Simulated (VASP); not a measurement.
# BeS (F-43m) in VASP: a series of runs

BeS is run at these levels: PBEsol; tasks: single point.

Program: VASP 6.6.1. These are calculated values, not measurements. Logs are shortened: lines on timing, memory, paths and dates and some standing lists are left out, and cuts for length are marked.

## 1. The cell of the first run

It takes space group F-43m (No. 216, cubic). Conventional cell: a = 4.751 Å, b = 4.751 Å, c = 4.751 Å, α = 90.00°, β = 90.00°, γ = 90.00°. Within 2.7 Å of Be (site symmetry -43m) lie 4 S at 2.06 Å. Within 2.7 Å of S (site symmetry -43m) lie 4 Be at 2.06 Å.

## 2. Single point, PBEsol

INCAR reads:

```
ALGO = Normal
EDIFF = 1E-6
ENCUT = 520
GGA = PS
ISIF = 2
ISMEAR = 0
LASPH = True
LCHARG = False
LREAL = False
LWAVE = False
NBANDS = 11
NELM = 100
PREC = Accurate
SIGMA = 0.01
```

KPOINTS reads:

```
k-points
0
Gamma
  8 8 8
```

POSCAR reads:

```
BeS
1.0
    0.0000000000      2.3754963136      2.3754963136
    2.3754963136      0.0000000000      2.3754963136
    2.3754963136      2.3754963136      0.0000000000
Be S
1 1
Direct
    0.0000000000      0.0000000000      0.0000000000
    0.2500000000      0.2500000000      0.2500000000
```

Potentials or basis: VASP PAW PBE potentials, release 64 (Be, S).

On the command line:

```sh
cat potpaw_PBE.64/Be/POTCAR potpaw_PBE.64/S/POTCAR > POTCAR
mpirun -np 1 vasp_std > vasp.out
```

OUTCAR:

```text
EDIFF = 1E-6
   ENCUT = 520
   GGA = PS
   ISIF = 2
   ISMEAR = 0
   LASPH = True
   LREAL = False
   NELM = 100
   PREC = Accurate

 ion  position               nearest neighbor table
   1  0.000  0.000  0.000-   2 2.06   2 2.06   2 2.06   2 2.06
   2  0.250  0.250  0.250-   1 2.06   1 2.06   1 2.06   1 2.06

  LATTYP: Found a face centered cubic cell.
 ALAT       =     4.7509926272

  Lattice vectors:

 A1 = (   0.0000000000,   2.3754963136,   2.3754963136)
 A2 = (   2.3754963136,   0.0000000000,   2.3754963136)
 A3 = (   2.3754963136,   2.3754963136,   0.0000000000)

Analysis of symmetry for initial positions (statically):
=====================================================================
 Subroutine PRICEL returns:
 Original cell was already a primitive cell.

 Routine SETGRP: Setting up the symmetry group for a
 face centered cubic supercell.

 Subroutine GETGRP returns: Found 24 space group operations
 (whereof 24 operations were pure point group operations)
 out of a pool of 48 trial point group operations.

The static configuration has the point symmetry T_d .

Analysis of symmetry for dynamics (positions and initial velocities):
=====================================================================
 Subroutine PRICEL returns:
 Original cell was already a primitive cell.

 Routine SETGRP: Setting up the symmetry group for a
 face centered cubic supercell.

 Subroutine GETGRP returns: Found 24 space group operations
 (whereof 24 operations were pure point group operations)
 out of a pool of 48 trial point group operations.

The dynamic configuration has the point symmetry T_d .

 Subroutine INISYM returns: Found 24 space group operations
 (whereof 24 operations are pure point group operations),
 and found     1 'primitive' translations

----------------------------------------------------------------------------------------

                                     Primitive cell

  volume of cell :      26.8098

  direct lattice vectors                    reciprocal lattice vectors
     0.000000000  2.375496314  2.375496314    -0.210482330  0.210482330  0.210482330
     2.375496314  0.000000000  2.375496314     0.210482330 -0.210482330  0.210482330
     2.375496314  2.375496314  0.000000000     0.210482330  0.210482330 -0.210482330

  length of vectors
     3.359459104  3.359459104  3.359459104     0.364566090  0.364566090  0.364566090

  position of ions in fractional coordinates (direct lattice)
     0.000000000  0.000000000  0.000000000
     0.250000000  0.250000000  0.250000000

  ion indices of the primitive-cell ions
   primitive index   ion index
                 1           1
                 2           2

----------------------------------------------------------------------------------------

 KPOINTS: k-points

Automatic generation of k-mesh.
 Grid dimensions read from file:
 generate k-points for:    8    8    8

 Generating k-lattice:

  Cartesian coordinates                     Fractional coordinates (reciprocal lattice)
    -0.026310291  0.026310291  0.026310291     0.125000000  0.000000000  0.000000000
     0.026310291 -0.026310291  0.026310291     0.000000000  0.125000000  0.000000000
     0.026310291  0.026310291 -0.026310291     0.000000000  0.000000000  0.125000000

  Length of vectors
     0.045570761  0.045570761  0.045570761

  Shift w.r.t. Gamma in fractional coordinates (k-lattice)
     0.000000000  0.000000000  0.000000000

 Subroutine IBZKPT returns following result:
 ===========================================

 Found     29 irreducible k-points:

 Following reciprocal coordinates:
            Coordinates               Weight
  0.000000  0.000000  0.000000      1.000000
  0.125000  0.000000  0.000000      8.000000
  0.250000  0.000000  0.000000      8.000000
  0.375000  0.000000  0.000000      8.000000
  0.500000  0.000000  0.000000      4.000000
  0.125000  0.125000  0.000000      6.000000
[... 16 lines left out ...]
  0.500000  0.250000  0.125000     48.000000
 -0.375000  0.250000  0.125000     24.000000
 [... further k-points ...]
   k-points           NKPTS =     29   k-points in BZ     NKDIM =     29   number of bands    NBANDS=     11
   number of dos      NEDOS =    301   number of ions     NIONS =      2
   total plane-waves  NPLWV =  21952
   dimension x,y,z NGX =    28 NGY =   28 NGZ =   28
   dimension x,y,z NGXF=    56 NGYF=   56 NGZF=   56
   ions per type =               1   1
   NGX,Y,Z   is equivalent  to a cutoff of  13.86, 13.86, 13.86 a.u.
   NGXF,Y,Z  is equivalent  to a cutoff of  27.71, 27.71, 27.71 a.u.
 SYSTEM =  unknown system
   PREC   = accura    normal or accurate (medium, high low for compatibility)
   ISTART =      0    job   : 0-new  1-cont  2-samecut
   ICHARG =      2    charge: 1-file 2-atom 10-const
   ISPIN  =      1    spin polarized calculation?
   LNONCOLLINEAR =      F non collinear calculations
   LSORBIT =      F    spin-orbit coupling
[... 57 lines left out ...]
      3       4.8070      2.00000
      4       4.8070      2.00000
      5      10.3802      0.00000
      6      10.3802      0.00000
      7      10.3802      0.00000
      8      11.0429      0.00000
      9      17.7246      0.00000
     10      17.7246      0.00000
     11      19.9625      0.00000

 k-point     2 :       0.1250    0.0000    0.0000
  band No.  band energies     occupation
      1      -9.1520      2.00000
      2       3.5070      2.00000
      3       4.5835      2.00000
      4       4.5835      2.00000
      5      10.4323      0.00000
      6      10.7694      0.00000
      7      10.7694      0.00000
      8      12.3039      0.00000
      9      16.9626      0.00000
     10      16.9626      0.00000
     11      19.6228      0.00000

 k-point     3 :       0.2500    0.0000    0.0000
  band No.  band energies     occupation
      1      -8.6121      2.00000
      2       1.2408      2.00000
      3       4.1461      2.00000
      4       4.1461      2.00000
      5      10.4382      0.00000
      6      11.3380      0.00000
      7      11.3380      0.00000
      8      14.4278      0.00000
      9      16.7154      0.00000
     10      16.7154      0.00000
     11      19.1637      0.00000

 k-point     4 :       0.3750    0.0000    0.0000
  band No.  band energies     occupation
      1      -7.9107      2.00000
      2      -0.6723      2.00000
      3       3.7995      2.00000
      4       3.7995      2.00000
      5      10.4203      0.00000
      6      11.3630      0.00000
      7      11.3630      0.00000
      8      15.7516      0.00000
      9      18.1941      0.00000
     10      18.1941      0.00000
     11      19.5670      0.00000

 k-point     5 :       0.5000    0.0000    0.0000
  band No.  band energies     occupation
      1      -7.5337      2.00000
      2      -1.4724      2.00000
      3       3.6741      2.00000
      4       3.6741      2.00000
      5      10.4082      0.00000
      6      11.2643      0.00000
      7      11.2643      0.00000
      8      16.0598      0.00000
      9      20.0263      0.00000
     10      20.0263      0.00000
     11      20.4088      0.00000
[... 211 lines left out ...]
 k-point    21 :       0.5000    0.5000    0.0000
  band No.  band energies     occupation
      1      -6.9225      2.00000
      2      -0.5917      2.00000
      3       1.9104      2.00000
      4       1.9104      2.00000
      5       7.5874      0.00000
      6       9.5544      0.00000
      7      18.0583      0.00000
      8      18.0583      0.00000
      9      21.0564      0.00000
     10      21.4979      0.00000
     11      22.0599      0.00000

 k-point    22 :       0.3750    0.2500    0.1250
  band No.  band energies     occupation
      1      -8.1677      2.00000
      2       1.0157      2.00000
      3       2.4408      2.00000
      4       3.5734      2.00000
      5      10.2430      0.00000
      6      12.0742      0.00000
      7      12.4244      0.00000
      8      13.5106      0.00000
      9      16.6698      0.00000
     10      19.5187      0.00000
     11      21.1296      0.00000

 k-point    23 :       0.5000    0.2500    0.1250
  band No.  band energies     occupation
      1      -7.5445      2.00000
      2      -0.2727      2.00000
      3       1.8828      2.00000
      4       3.0471      2.00000
      5      10.7017      0.00000
      6      11.6183      0.00000
      7      13.4556      0.00000
      8      14.2309      0.00000
      9      17.6993      0.00000
     10      19.5412      0.00000
     11      21.7484      0.00000

 k-point    24 :      -0.3750    0.2500    0.1250
  band No.  band energies     occupation
      1      -7.2224      2.00000
      2      -0.8995      2.00000
      3       1.7944      2.00000
      4       2.7721      2.00000
      5      10.7380      0.00000
      6      11.4540      0.00000
      7      14.1732      0.00000
      8      15.5115      0.00000
      9      16.4198      0.00000
     10      20.4806      0.00000
     11      21.1675      0.00000

 [... further k-points ...]

------------------------ aborting loop because EDIFF is reached ----------------------------------------

  FORCE on cell =-STRESS in cart. coord.  units (eV):
  Direction    XX          YY          ZZ          XY          YZ          ZX
  --------------------------------------------------------------------------------------
  -------------------------------------------------------------------------------------
  Total        1.0107469      1.0107469      1.0107469      0.0000000     -0.0000000     -0.0000000
  in kB       60.4031975     60.4031975     60.4031975      0.0000000     -0.0000000     -0.0000000
  external PRESSURE =      60.4031975 kB  Pullay stress =       0.0000000 kB

 VOLUME and BASIS-vectors are now :
 -----------------------------------------------------------------------------
  energy-cutoff  :      520.00
  volume of cell :       26.81
      direct lattice vectors                 reciprocal lattice vectors
     0.000000000  2.375496314  2.375496314    -0.210482330  0.210482330  0.210482330
     2.375496314  0.000000000  2.375496314     0.210482330 -0.210482330  0.210482330
     2.375496314  2.375496314  0.000000000     0.210482330  0.210482330 -0.210482330

 POSITION                                       TOTAL-FORCE (eV/Angst)
 -----------------------------------------------------------------------------------
      0.00000      0.00000      0.00000        -0.000000     -0.000000     -0.000000
      1.18775      1.18775      1.18775         0.000000      0.000000      0.000000
 -----------------------------------------------------------------------------------
    total drift:                               -0.000000     -0.000000     -0.000000

  FREE ENERGIE OF THE ION-ELECTRON SYSTEM (eV)
  ---------------------------------------------------
  free  energy   TOTEN  =       -10.5358424195 eV

  energy  without entropy=      -10.5358424195  energy(sigma->0) =      -10.53584242
```

It took 6.6 s on 1 thread of Intel Xeon Platinum 8488C (Sapphire Rapids), shared host; peak memory 0.15 GiB.

What came out:

```
Free energy            : -10.5358 eV
Pressure               : 6.0 GPa
Band gap on the k mesh : 2.78 eV, indirect (least direct gap 5.57 eV)
```

Caveat: the PAW data sets were made with another functional, which shifts forces and pressure a little.

## 3. Single point, PBEsol

This run uses another cell than the first one, of 13.83 Å³/atom, 1.032 times its volume.

INCAR reads:

```
SYSTEM = BeS
  PREC = Accurate
  ENCUT = 520
  EDIFF = 1E-7
  ISMEAR = 0
  SIGMA = 0.01
  LREAL = .FALSE.
  LASPH = .TRUE.
  NELM = 60
  ALGO = Normal
  ISIF = 2
  LWAVE = .FALSE.
  LCHARG = .FALSE.
  GGA = PS
  NBANDS = 11
```

KPOINTS reads:

```
Automatic mesh
0
G
  8 8 8
  0 0 0
```

POSCAR reads:

```
BeS
1.0
    0.0000000000      2.4005033757      2.4005033757
    2.4005033757      0.0000000000      2.4005033757
    2.4005033757      2.4005033757      0.0000000000
Be S
1 1
Direct
    0.0000000000      0.0000000000      0.0000000000
    0.2500000000      0.2500000000      0.2500000000
```

Potentials or basis: VASP PAW PBE potentials, release 64 (Be, S).

On the command line:

```sh
cat potpaw_PBE.64/Be/POTCAR potpaw_PBE.64/S/POTCAR > POTCAR
mpirun -np 1 vasp_std > vasp.out
```

Run time: 7.3 s. Hardware: 1 thread of Intel Xeon Platinum 8488C (Sapphire Rapids), shared host; peak memory 0.15 GiB.

Results (log left out):

- Free energy: -10.5587 eV
- Pressure: 2.5 GPa
- Band gap on the k mesh: 2.86 eV, indirect (least direct gap 5.59 eV)

Levels at points of the mesh, in eV from the valence-band top:
```
           k point  band 1  band 2  band 3  band 4  band 5  band 6  band 7  band 8  band 9
(0.00, 0.00, 0.00)  -13.93    0.00    0.00    0.00    5.59    5.59    5.59    5.96   12.86
(0.50, 0.00, 0.00)  -12.21   -6.07   -1.09   -1.09    5.49    6.47    6.47   11.12   15.07
(0.50, 0.50, 0.00)  -11.63   -5.23   -2.78   -2.78    2.86    4.78   13.00   13.00   15.81
```

Caveat: the PAW data sets were made with another functional, which shifts forces and pressure a little. As with any semilocal functional, this PBEsol gap is likely too small.

## 4. Single point, PBEsol

This run uses another cell than the first one, of 14.26 Å³/atom, 1.064 times its volume.

INCAR reads:

```
ALGO = Normal ; EDIFF = 1E-6
ENCUT = 520 ; GGA = PS
ISIF = 2 ; ISMEAR = 0
LASPH = True ; LCHARG = False
LREAL = False ; LWAVE = False
NBANDS = 11 ; NELM = 60
PREC = Accurate ; SIGMA = 0.01
```

KPOINTS reads:

```
k-points
0
Gamma
  8 8 8
```

POSCAR reads:

```
BeS
1.0
    0.0000000000      2.4250000000      2.4250000000
    2.4250000000      0.0000000000      2.4250000000
    2.4250000000      2.4250000000      0.0000000000
Be S
1 1
Direct
    0.0000000000      0.0000000000      0.0000000000
    0.2500000000      0.2500000000      0.2500000000
```

On the command line:

```sh
cat potpaw_PBE.64/Be/POTCAR potpaw_PBE.64/S/POTCAR > POTCAR
mpirun -np 1 vasp_std > vasp.out
```

Run time: 6.9 s. Hardware: 1 thread of Intel Xeon Platinum 8488C (Sapphire Rapids), shared host; peak memory 0.15 GiB.

It converged, with:

```
Free energy            : -10.5639 eV
Pressure               : -0.6 GPa
Band gap on the k mesh : 2.93 eV, indirect (least direct gap 5.60 eV)
```

Levels at points of the mesh, in eV from the valence-band top:
```
           k point  band 2  band 3  band 4  band 5  band 6  band 7
(0.00, 0.00, 0.00)    0.00    0.00    0.00    5.61    5.61    5.61
(0.50, 0.00, 0.00)   -5.86   -1.04   -1.04    5.38    6.48    6.48
(0.50, 0.50, 0.00)   -5.07   -2.67   -2.67    2.93    4.81   12.75
```

Caveat: the PAW data sets were made with another functional, which shifts forces and pressure a little.

## 5. Single point, PBEsol

This run uses another cell than the first one, of 14.69 Å³/atom, 1.096 times its volume.

INCAR reads:

```
SYSTEM = BeS
  PREC = Accurate
  ENCUT = 520
  EDIFF = 1E-6
  ISMEAR = 0
  SIGMA = 0.01
  LREAL = .FALSE.
  LASPH = .TRUE.
  NELM = 80
  ALGO = Normal
  ISIF = 2
  LWAVE = .FALSE.
  LCHARG = .FALSE.
  GGA = PS
  NBANDS = 11
```

KPOINTS reads:

```
Automatic mesh
0
G
  8 8 8
  0 0 0
```

POSCAR reads:

```
BeS
1.0
    0.0000000000      2.4490114626      2.4490114626
    2.4490114626      0.0000000000      2.4490114626
    2.4490114626      2.4490114626      0.0000000000
Be S
1 1
Direct
    0.0000000000      0.0000000000      0.0000000000
    0.2500000000      0.2500000000      0.2500000000
```

On the command line:

```sh
cat potpaw_PBE.64/Be/POTCAR potpaw_PBE.64/S/POTCAR > POTCAR
mpirun -np 1 vasp_std > vasp.out
```

Wall time 6.7 s (1 thread of Intel Xeon Platinum 8488C (Sapphire Rapids), shared host); peak memory 0.15 GiB.

It converged, with:

| Quantity | Value |
| --- | --- |
| Free energy | -10.5539 eV |
| Pressure | -3.2 GPa |
| Band gap on the k mesh | 2.99 eV, indirect (least direct gap 5.46 eV) |

Levels at points of the mesh, in eV from the valence-band top:
```csv
k point,band 1,band 2,band 3,band 4,band 5,band 6,band 7,band 8,band 9
"(0.00, 0.00, 0.00)",-13.52,0.00,0.00,0.00,5.46,5.62,5.62,5.62,12.73
"(0.50, 0.00, 0.00)",-11.97,-5.67,-1.00,-1.00,5.27,6.49,6.49,10.84,14.76
"(0.50, 0.50, 0.00)",-11.45,-4.92,-2.57,-2.57,2.99,4.83,12.51,12.51,15.02
```

Caveat: the PAW data sets were made with another functional, which shifts forces and pressure a little.

## 6. Single point, PBEsol

This run uses another cell than the first one, of 15.12 Å³/atom, 1.128 times its volume.

INCAR reads:

```
SYSTEM = BeS
ALGO = Normal ; EDIFF = 1E-6
ENCUT = 520 ; GGA = PS
ISIF = 2 ; ISMEAR = 0
LASPH = .TRUE. ; LCHARG = .TRUE.
LELF = .TRUE. ; LREAL = .FALSE.
LVHAR = .TRUE. ; LWAVE = .FALSE.
NBANDS = 11 ; NELM = 60
PREC = Accurate ; SIGMA = 0.01
```

KPOINTS reads:

```
k-points
0
G
  8 8 8
  0 0 0
```

POSCAR reads:

```
BeS
1.0
    0.0000000000      2.4725610944      2.4725610944
    2.4725610944      0.0000000000      2.4725610944
    2.4725610944      2.4725610944      0.0000000000
Be S
1 1
Direct
    0.0000000000      0.0000000000      0.0000000000
    0.2500000000      0.2500000000      0.2500000000
```

Potentials or basis: VASP PAW PBE potentials, release 64 (Be, S).

On the command line:

```sh
cat potpaw_PBE.64/Be/POTCAR potpaw_PBE.64/S/POTCAR > POTCAR
mpirun -np 1 vasp_std > vasp.out
```

It took 7.3 s on 1 thread of Intel Xeon Platinum 8488C (Sapphire Rapids), shared host; peak memory 0.15 GiB.

Results (log left out):

```yaml
Free_energy: -10.5307 eV
Pressure: -5.5 GPa
Band_gap_on_the_k_mesh: 3.05 eV, indirect (least direct gap 5.23 eV)
```

Levels at points of the mesh, in eV from the valence-band top:
| k point | band 1 | band 2 | band 3 | band 4 | band 5 | band 6 | band 7 | band 8 | band 9 |
| --- | --- | --- | --- | --- | --- | --- | --- | --- | --- |
| (0.00, 0.00, 0.00) | -13.34 | 0.00 | 0.00 | 0.00 | 5.23 | 5.63 | 5.63 | 5.63 | 12.67 |
| (0.50, 0.00, 0.00) | -11.86 | -5.50 | -0.97 | -0.97 | 5.17 | 6.49 | 6.49 | 10.70 | 14.51 |
| (0.50, 0.50, 0.00) | -11.36 | -4.78 | -2.48 | -2.48 | 3.05 | 4.85 | 12.28 | 12.28 | 14.65 |

Caveat: the PAW data sets were made with another functional, which shifts forces and pressure a little. A k mesh can miss the band edges.

## 7. Summary

```tsv
cell	gap on the mesh (eV)	pressure (GPa)
a = 3.359 Å, angles 60.0°, 2 atoms	2.78	6.0
a = 3.395 Å, angles 60.0°, 2 atoms	2.86	2.5
a = 3.429 Å, angles 60.0°, 2 atoms	2.93	-0.6
a = 3.463 Å, angles 60.0°, 2 atoms	2.99	-3.2
a = 3.497 Å, angles 60.0°, 2 atoms	3.05	-5.5
```

Alike in all rows: task single point; level PBEsol; potentials or basis VASP PAW PBE potentials, release 64 (Be, S); no spin polarisation; k mesh 8 × 8 × 8; cutoff (eV) 520; smearing gaussian 0.01 eV.

Caveats: the PAW data sets were made with another functional, which shifts forces and pressure a little.

Absolute energies hang on the potentials; compare differences alone.
